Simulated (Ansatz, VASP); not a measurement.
LiBr in VASP and in Ansatz

```
CELL_PARAMETERS angstrom
0.00000 2.78062 2.78062
2.78062 0.00000 2.78062
2.78062 2.78062 0.00000
ATOMIC_POSITIONS crystal
Li 0.00000 0.00000 0.00000
Br 0.50000 0.50000 0.50000
```

Change from the starting cell: volume scaled by 1.04.

Alike in both runs: task single point; functional PBE; k mesh 8 × 8 × 8; occupations fermi-dirac, width 0.03 eV; no spin polarisation.

|  | VASP | Ansatz |
| --- | --- | --- |
| version | VASP 6.6.1 | Ansatz 0.2.0 |
| potentials or method | VASP PAW PBE potentials, release 64 (Li_sv, Br), cutoff 750 eV | all-electron LAPW, scalar-relativistic |

```tsv
	VASP	Ansatz	Ansatz less VASP
gap on the k mesh at the Fermi level (eV)	4.80	4.80	-0.005
pressure (GPa)	-0.7	-0.7	+0.05
```

Ansatz ran all-electron here, and VASP with PAW potentials.
